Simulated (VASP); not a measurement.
# TaTi2Si3 (P4/mmm) in VASP: further runs

Runs on TaTi2Si3. Level: PBE. Tasks: single point, relaxation of cell and atoms.

All numbers are computed with VASP 6.6.1; they aren't measurements. Logs are shortened: lines on timing, memory, paths and dates and some standing lists are left out, and cuts for length are marked.

## Step 1: The cell of the first run

The structure is tetragonal, space group P4/mmm (No. 123). The conventional cell has a = 4.739 Å, b = 4.739 Å, c = 7.229 Å, α = 90.00°, β = 90.00°, γ = 90.00°. Within 3.1 Å of Ti (site symmetry mmm) lie 6 Si at 2.37 to 2.65 Å. Within 3.2 Å of Ta (site symmetry 4/mmm) lie 2 Si at 2.43 Å. Si (site symmetry 4mm) has 1 Si at 2.36 Å and 1 Ta at 2.43 Å and 4 Ti at 2.65 Å within 3.1 Å. Si (site symmetry 4/mmm) has 4 Ti at 2.37 Å within 3.1 Å.

## Step 2: Single point, PBE

INCAR

```
PREC = Accurate ; ENCUT = 520
EDIFF = 1E-6 ; ISMEAR = 0
SIGMA = 0.1 ; LREAL = False
LASPH = True ; NELM = 80
ALGO = Normal ; ISIF = 2
LWAVE = False ; LCHARG = False
GGA = PE ; NBANDS = 32
```

KPOINTS

```
Automatic mesh
0
Gamma
  6 6 2
```

POSCAR

```
TaTi2Si3
1.0
    4.7392130941      0.0000000000      0.0000000000
    0.0000000000      4.7392130941      0.0000000000
    0.0000000000      0.0000000000      7.2289890106
Ti Ta Si
2 1 3
Direct
    0.0000000000      0.5000000000      0.5000000000
    0.5000000000      0.0000000000      0.5000000000
    0.0000000000      0.0000000000      0.0000000000
    0.0000000000      0.0000000000      0.6635671444
    0.0000000000      0.0000000000      0.3364328556
    0.5000000000      0.5000000000      0.5000000000
```

Potentials or basis: VASP PAW PBE potentials, release 64 (Ti_sv, Ta_pv, Si).

Command:

```sh
$ cat potpaw_PBE.64/Ti_sv/POTCAR potpaw_PBE.64/Ta_pv/POTCAR potpaw_PBE.64/Si/POTCAR > POTCAR
$ mpirun -np 1 vasp_std > vasp.out
```

OUTCAR:

```text
PREC = Accurate
   ENCUT = 520
   EDIFF = 1E-6
   ISMEAR = 0
   LREAL = False
   LASPH = True
   NELM = 80
   ISIF = 2
   GGA = PE

 ion  position               nearest neighbor table
   1  0.000  0.500  0.500-   6 2.37   6 2.37   4 2.65   4 2.65   5 2.65   5 2.65
   2  0.500  0.000  0.500-   6 2.37   6 2.37   4 2.65   5 2.65   4 2.65   5 2.65
   3  0.000  0.000  0.000-   4 2.43   5 2.43
   4  0.000  0.000  0.664-   5 2.36   3 2.43   1 2.65   2 2.65   1 2.65   2 2.65
   5  0.000  0.000  0.336-   4 2.36   3 2.43   1 2.65   2 2.65   1 2.65   2 2.65
   6  0.500  0.500  0.500-   1 2.37   2 2.37   2 2.37   1 2.37

  LATTYP: Found a simple tetragonal cell.
 ALAT       =     4.7392130941
 C/A-ratio  =     1.5253563972

  Lattice vectors:

 A1 = (   4.7392130941,   0.0000000000,   0.0000000000)
 A2 = (   0.0000000000,   4.7392130941,   0.0000000000)
 A3 = (   0.0000000000,   0.0000000000,   7.2289890106)

Analysis of symmetry for initial positions (statically):
=====================================================================
 Subroutine PRICEL returns:
 Original cell was already a primitive cell.

 Routine SETGRP: Setting up the symmetry group for a
 simple tetragonal supercell.

 Subroutine GETGRP returns: Found 16 space group operations
 (whereof 16 operations were pure point group operations)
 out of a pool of 16 trial point group operations.

The static configuration has the point symmetry D_4h.

Analysis of symmetry for dynamics (positions and initial velocities):
=====================================================================
 Subroutine PRICEL returns:
 Original cell was already a primitive cell.

 Routine SETGRP: Setting up the symmetry group for a
 simple tetragonal supercell.

 Subroutine GETGRP returns: Found 16 space group operations
 (whereof 16 operations were pure point group operations)
 out of a pool of 16 trial point group operations.

The dynamic configuration has the point symmetry D_4h.

 Subroutine INISYM returns: Found 16 space group operations
 (whereof 16 operations are pure point group operations),
 and found     1 'primitive' translations

----------------------------------------------------------------------------------------

                                     Primitive cell

  volume of cell :     162.3641

  direct lattice vectors                    reciprocal lattice vectors
     4.739213094  0.000000000  0.000000000     0.211005494  0.000000000  0.000000000
     0.000000000  4.739213094  0.000000000     0.000000000  0.211005494  0.000000000
     0.000000000  0.000000000  7.228989011     0.000000000  0.000000000  0.138331930

  length of vectors
     4.739213094  4.739213094  7.228989011     0.211005494  0.211005494  0.138331930

  position of ions in fractional coordinates (direct lattice)
     0.000000000  0.500000000  0.500000000
     0.500000000  0.000000000  0.500000000
     0.000000000  0.000000000  0.000000000
     0.000000000  0.000000000  0.663567144
     0.000000000  0.000000000  0.336432856
     0.500000000  0.500000000  0.500000000

  ion indices of the primitive-cell ions
   primitive index   ion index
                 1           1
                 2           2
                 3           3
                 4           4
                 5           5
                 6           6

----------------------------------------------------------------------------------------

 KPOINTS: Automatic mesh

Automatic generation of k-mesh.
 Grid dimensions read from file:
 generate k-points for:    6    6    2

 Generating k-lattice:

  Cartesian coordinates                     Fractional coordinates (reciprocal lattice)
     0.035167582  0.000000000  0.000000000     0.166666667  0.000000000  0.000000000
     0.000000000  0.035167582  0.000000000     0.000000000  0.166666667  0.000000000
     0.000000000  0.000000000  0.069165965     0.000000000  0.000000000  0.500000000

  Length of vectors
     0.035167582  0.035167582  0.069165965

  Shift w.r.t. Gamma in fractional coordinates (k-lattice)
     0.000000000  0.000000000  0.000000000

 Subroutine IBZKPT returns following result:
 ===========================================

 Found     20 irreducible k-points:

 Following reciprocal coordinates:
            Coordinates               Weight
  0.000000  0.000000  0.000000      1.000000
  0.166667  0.000000  0.000000      4.000000
  0.333333  0.000000  0.000000      4.000000
  0.500000  0.000000  0.000000      2.000000
  0.166667  0.166667  0.000000      4.000000
  0.333333  0.166667  0.000000      8.000000
[... 12 lines left out ...]
  0.500000  0.333333  0.500000      4.000000
  0.500000  0.500000  0.500000      1.000000
   k-points           NKPTS =     20   k-points in BZ     NKDIM =     20   number of bands    NBANDS=     32
   number of dos      NEDOS =    301   number of ions     NIONS =      6
   total plane-waves  NPLWV =  69984
   dimension x,y,z NGX =    36 NGY =   36 NGZ =   54
   dimension x,y,z NGXF=    72 NGYF=   72 NGZF=  108
   ions per type =               2   1   3
   NGX,Y,Z   is equivalent  to a cutoff of  12.63, 12.63, 12.42 a.u.
   NGXF,Y,Z  is equivalent  to a cutoff of  25.26, 25.26, 24.84 a.u.
 SYSTEM =  unknown system
   PREC   = accura    normal or accurate (medium, high low for compatibility)
   ISTART =      0    job   : 0-new  1-cont  2-samecut
   ICHARG =      2    charge: 1-file 2-atom 10-const
   ISPIN  =      1    spin polarized calculation?
   LNONCOLLINEAR =      F non collinear calculations
   LSORBIT =      F    spin-orbit coupling
   LASPH  =      T    aspherical Exc in radial PAW
   ENCUT  =  520.0 eV  38.22 Ry    6.18 a.u.   8.81  8.81 13.44*2*pi/ulx,y,z
   NELM   =     80;   NELMIN=  2; NELMDL= -5     # of ELM steps
   EDIFF  = 0.1E-05   stopping-criterion for ELM
   LREAL  =      F    real-space projection
   EDIFFG = 0.1E-04   stopping-criterion for IOM
   NSW    =      0    number of steps for IOM
   IBRION =     -1    ionic relax: 0-MD 1-quasi-New 2-CG
   NFREE  =      0    steps in history (QN), initial steepest desc. (CG)
   ISIF   =      2    stress and relaxation
   ISYM   =      2    0-nonsym 1-usesym 2-fastsym
   POTIM  = 0.5000    time-step for ionic-motion
   TEBEG  =    0.0;   TEEND  =   0.0 temperature during run
   PSTRESS=    0.0 pullay stress
   NELECT =      47.0000    total number of electrons
   NUPDOWN=      -1.0000    fix difference up-down
   EMIN   =  10.00;   EMAX   =-10.00  energy-range for DOS
   EFERMI =   0.00;   METHOD = LEGACY
   ISMEAR =     0;   SIGMA  =   0.10  broadening in eV -4-tet -1-fermi 0-gaus
   EFERMI_NEDOS =   21; number of points for ismear=-14 and -15
   IALGO  =     38    algorithm
   IMIX   =      4    mixing-type and parameters
     AMIX     =   0.40;   BMIX     =  1.00
     AMIX_MAG =   1.60;   BMIX_MAG =  1.00
  volume/ion in A,a.u.               =      27.06       182.61
  Fermi-wavevector in a.u.,A,eV,Ry     =   1.082956  2.046490 15.956824  1.172793
  Thomas-Fermi vector in A             =   2.219010
   LORBIT       =      0    0 simple, 1 ext, 2 COOP (PROOUT), +10 PAW based schemes
   GGA     = PE    functional components
   LHFCALC =     F    Hartree Fock is set to
   AEXX    =    0.0000 exact exchange contribution
   IVDW    =     0    specifies the selected vdW correction
   LEPSILON=     F    determine dielectric tensor
   LRPA    =     F    only Hartree local field effects (RPA)
 non-spin polarized calculation
 Gauss-broadening in eV      SIGMA  =   0.10
  energy-cutoff  :      520.00
  volume of cell :      162.36
 maximum number of plane-waves:      4394
 NGX is ok and might be reduce to    36
   NGX = 17   NGY = 17   NGZ = 27

 number of electron      46.9999990 magnetization

 Free energy of the ion-electron system (eV)
  ---------------------------------------------------
  ext. energy  EPLUGINS =         0.00000000
  ---------------------------------------------------
  free energy    TOTEN  =       -37.85963247 eV

  energy without entropy =      -37.81708141  energy(sigma->0) =      -37.83835694

 E-fermi :   3.2527     XC(G=0):  -8.6826

 val. band max:        3.2057896506   @ k =   0.3333   0.0000   0.0000
 cond. band min:       3.2541740164   @ k =   0.3333   0.3333   0.5000
 fundamental gap:      0.0483843658
 Fermi energy:         3.2527067447

 k-point     1 :       0.0000    0.0000    0.0000
  band No.  band energies     occupation
      1     -53.5592      2.00000
      2     -53.5436      2.00000
      3     -32.3597      2.00000
      4     -32.3597      2.00000
      5     -31.7370      2.00000
      6     -30.0492      2.00000
[... 24 lines left out ...]
     31       4.7971      0.00000
     32       5.2980      0.00000

 k-point     2 :       0.1667    0.0000    0.0000
  band No.  band energies     occupation
      1     -53.5581      2.00000
      2     -53.5446      2.00000
      3     -32.3601      2.00000
      4     -32.3597      2.00000
      5     -31.7370      2.00000
      6     -30.0478      2.00000
[... 24 lines left out ...]
     31       4.8567      0.00000
     32       5.3336      0.00000

 k-point     3 :       0.3333    0.0000    0.0000
  band No.  band energies     occupation
      1     -53.5552      2.00000
      2     -53.5474      2.00000
      3     -32.3609      2.00000
      4     -32.3597      2.00000
      5     -31.7369      2.00000
      6     -30.0440      2.00000
[... 24 lines left out ...]
     31       5.4069      0.00000
     32       5.7522      0.00000

 k-point     4 :       0.5000    0.0000    0.0000
  band No.  band energies     occupation
      1     -53.5513      2.00000
      2     -53.5512      2.00000
      3     -32.3612      2.00000
      4     -32.3596      2.00000
      5     -31.7369      2.00000
      6     -30.0390      2.00000
[... 514 lines left out ...]
     31       4.8382      0.00000
     32       5.0432      0.00000

 k-point    19 :       0.5000    0.3333    0.5000
  band No.  band energies     occupation
      1     -53.5512      2.00000
      2     -53.5511      2.00000
      3     -32.3612      2.00000
      4     -32.3608      2.00000
      5     -31.7368      2.00000
      6     -30.0387      2.00000
[... 24 lines left out ...]
     31       4.7921      0.00000
     32       4.7963      0.00000

 k-point    20 :       0.5000    0.5000    0.5000
  band No.  band energies     occupation
      1     -53.5511      2.00000
      2     -53.5511      2.00000
      3     -32.3611      2.00000
      4     -32.3611      2.00000
      5     -31.7368      2.00000
      6     -30.0387      2.00000
[... 24 lines left out ...]
     31       4.7402      0.00000
     32       4.8631      0.00000

------------------------ aborting loop because EDIFF is reached ----------------------------------------

  FORCE on cell =-STRESS in cart. coord.  units (eV):
  Direction    XX          YY          ZZ          XY          YZ          ZX
  --------------------------------------------------------------------------------------
  -------------------------------------------------------------------------------------
  Total       -0.0263642     -0.0263642     -0.0169517      0.0000000      0.0000000      0.0000000
  in kB       -0.2601567     -0.2601567     -0.1672756      0.0000000      0.0000000      0.0000000
  external PRESSURE =      -0.2291963 kB  Pullay stress =       0.0000000 kB

 VOLUME and BASIS-vectors are now :
 -----------------------------------------------------------------------------
  energy-cutoff  :      520.00
  volume of cell :      162.36
      direct lattice vectors                 reciprocal lattice vectors
     4.739213094  0.000000000  0.000000000     0.211005494  0.000000000  0.000000000
     0.000000000  4.739213094  0.000000000     0.000000000  0.211005494  0.000000000
     0.000000000  0.000000000  7.228989011     0.000000000  0.000000000  0.138331930

 POSITION                                       TOTAL-FORCE (eV/Angst)
 -----------------------------------------------------------------------------------
      0.00000      2.36961      3.61449         0.000000     -0.000000      0.000000
      2.36961      0.00000      3.61449         0.000000     -0.000000      0.000000
      0.00000      0.00000      0.00000         0.000000     -0.000000      0.000000
      0.00000      0.00000      4.79692        -0.000000      0.000000     -0.012520
      0.00000      0.00000      2.43207         0.000000     -0.000000      0.012520
      2.36961      2.36961      3.61449         0.000000     -0.000000      0.000000
 -----------------------------------------------------------------------------------
    total drift:                                0.000000      0.000000      0.000000

  FREE ENERGIE OF THE ION-ELECTRON SYSTEM (eV)
  ---------------------------------------------------
  free  energy   TOTEN  =       -37.8596324707 eV

  energy  without entropy=      -37.8170814099  energy(sigma->0) =      -37.83835694
```

Run time: 1.9 min. Hardware: 1 thread of Intel Xeon Platinum 8259CL at 2.50GHz (Skylake/Cascade Lake), shared host; peak memory 0.31 GiB.

Results:

| Property | Result |
| --- | --- |
| Free energy | -37.8596 eV |
| Pressure | 0.0 GPa |
| Largest force | 0.013 eV/Å |

Forces on the atoms (eV/Å):
```
Ti   0.000  0.000  0.000
Ti   0.000  0.000  0.000
Ta   0.000  0.000  0.000
Si   0.000  0.000 -0.013
Si   0.000  0.000  0.013
Si   0.000  0.000  0.000
```

Caveat: the k points lie up to 0.43 Å⁻¹ apart; spin-orbit coupling is left out, which moves the levels of the heavy elements.

## Step 3: Relaxation of cell and atoms, PBE

This run uses another cell than the first one, of 16.92 Å³/atom, 0.625 times its volume.

INCAR

```
SYSTEM = TaTi2Si3
  PREC = Accurate
  ENCUT = 600
  EDIFF = 1E-7
  ISMEAR = 0
  SIGMA = 0.1
  LREAL = .FALSE.
  LASPH = .TRUE.
  NELM = 100
  ALGO = Normal
  ISIF = 3
  LWAVE = .FALSE.
  LCHARG = .FALSE.
  GGA = PE
  IBRION = 2
  NSW = 90
  EDIFFG = -0.04
```

KPOINTS

```
regular mesh
0
G
  6 6 2
  0 0 0
```

POSCAR

```
TaTi2Si3
1.0
    3.6254822400      0.0000000000      0.0000000000
    0.0000000000      3.6254822400      0.0000000000
    0.0000000000      0.0000000000      7.7222849200
Ti Ta Si
2 1 3
Direct
    0.0000000000      0.5000000000      0.5000000000
    0.5000000000      0.0000000000      0.5000000000
    0.0000000000      0.0000000000      0.0000000000
    0.0000000000      0.0000000000      0.6420253600
    0.0000000000      0.0000000000      0.3579746400
    0.5000000000      0.5000000000      0.5000000000
```

Potentials or basis: VASP PAW PBE potentials, release 64 (Ti_sv, Ta_pv, Si).

Command:

```sh
$ cat potpaw_PBE.64/Ti_sv/POTCAR potpaw_PBE.64/Ta_pv/POTCAR potpaw_PBE.64/Si/POTCAR > POTCAR
$ mpirun -np 1 vasp_std > vasp.out
```

Wall time 27 min (1 thread of Intel Xeon Platinum 8259CL at 2.50GHz (Skylake/Cascade Lake), shared host); peak memory 0.29 GiB.

The run converged. Its results:

```yaml
Free_energy: -37.8200 eV
Relaxed_volume: 27.01 Å³/atom
Relaxed_cell: a = 4.733 Å, b = 4.733 Å, c = 7.234 Å, α = 90.00°, β = 90.00°, γ = 90.00°
Space_group_after_relaxing_to_0.05_Å: P4/mmm (No. 123)
Energy_gained_by_relaxing: 3371.7 meV/atom
Ionic_steps: 13
Pressure_after_relaxing: 0.0 GPa
Largest_force_after_relaxing: 0.025 eV/Å
```

Forces on the atoms (eV/Å):
```
Ti   0.000  0.000  0.000
Ti   0.000  0.000  0.000
Ta   0.000  0.000  0.000
Si   0.000  0.000  0.025
Si   0.000  0.000 -0.025
Si   0.000  0.000  0.000
```

Stress tensor (GPa, compression positive):
```
 0.04  0.00  0.00
 0.00  0.04  0.00
 0.00  0.00 -0.10
```

The path:
| step | energy change (eV) | largest force (eV/Å) | pressure (GPa) | volume (Å³) |
| --- | --- | --- | --- | --- |
| 1 | 0.0000 | 12.0450 | 94.23 | 101.50 |
| 2 | -11.0574 | 1.2301 | -8.90 | 314.46 |
| 3 | -19.3306 | 0.4737 | -4.84 | 182.20 |
| 4 | -19.4003 | 0.3546 | -3.86 | 178.26 |
| 5 | -19.4364 | 0.1737 | -2.41 | 173.21 |
| 6 | -19.4317 | 0.2370 | -2.92 | 174.88 |
| 7 | -19.9973 | 1.2462 | -1.03 | 166.07 |
| 8 | -20.0256 | 1.6146 | -0.35 | 164.06 |
| 9 | -20.1994 | 0.6735 | 0.43 | 161.05 |
| 10 | -20.2214 | 0.0288 | 1.02 | 159.51 |
| 11 | -20.2219 | 0.0831 | 0.93 | 159.72 |
| 12 | -20.2286 | 0.0718 | -0.38 | 163.09 |
| 13 | -20.2300 | 0.0250 | 0.00 | 162.07 |

Final structure:
```
Ti Ta Si
1.0
     4.73344    0.00000    0.00000
     0.00000    4.73344    0.00000
     0.00000    0.00000    7.23356
Ti Ta Si
2 1 3
Direct
  0.00000 0.50000 0.50000
  0.50000 0.00000 0.50000
  0.00000 0.00000 0.00000
  0.00000 0.00000 0.66346
  0.00000 0.00000 0.33654
  0.50000 0.50000 0.50000
```

Levels at points of the mesh, in eV from the Fermi level:
| k point | band 19 | band 20 | band 21 | band 22 | band 23 | band 24 | band 25 | band 26 | band 27 | band 28 |
| --- | --- | --- | --- | --- | --- | --- | --- | --- | --- | --- |
| (0.00, 0.00, 0.00) | -1.90 | -1.18 | -1.15 | -0.35 | 0.44 | 0.61 | 0.61 | 0.93 | 1.00 | 1.16 |
| (0.50, 0.00, 0.00) | -2.16 | -1.62 | -1.61 | -0.69 | -0.11 | 0.11 | 0.46 | 0.49 | 0.75 | 0.82 |
| (0.50, 0.50, 0.00) | -1.57 | -1.57 | -1.52 | -1.52 | 0.02 | 0.25 | 0.25 | 0.69 | 0.80 | 1.27 |
| (0.00, 0.00, 0.50) | -1.50 | -1.37 | -1.14 | -0.33 | -0.23 | 0.25 | 0.25 | 0.66 | 0.84 | 1.07 |
| (0.50, 0.00, 0.50) | -1.80 | -1.59 | -1.11 | -0.73 | -0.44 | -0.31 | 0.21 | 0.23 | 0.73 | 0.77 |
| (0.50, 0.50, 0.50) | -1.67 | -1.16 | -0.83 | -0.71 | -0.71 | -0.34 | -0.34 | 0.18 | 0.72 | 0.73 |

Caveat: the k points lie up to 0.43 Å⁻¹ apart in the final cell; the volume moved by over 15 % at a fixed basis, so the end points are rough; spin-orbit coupling is left out, which moves the levels of the heavy elements.
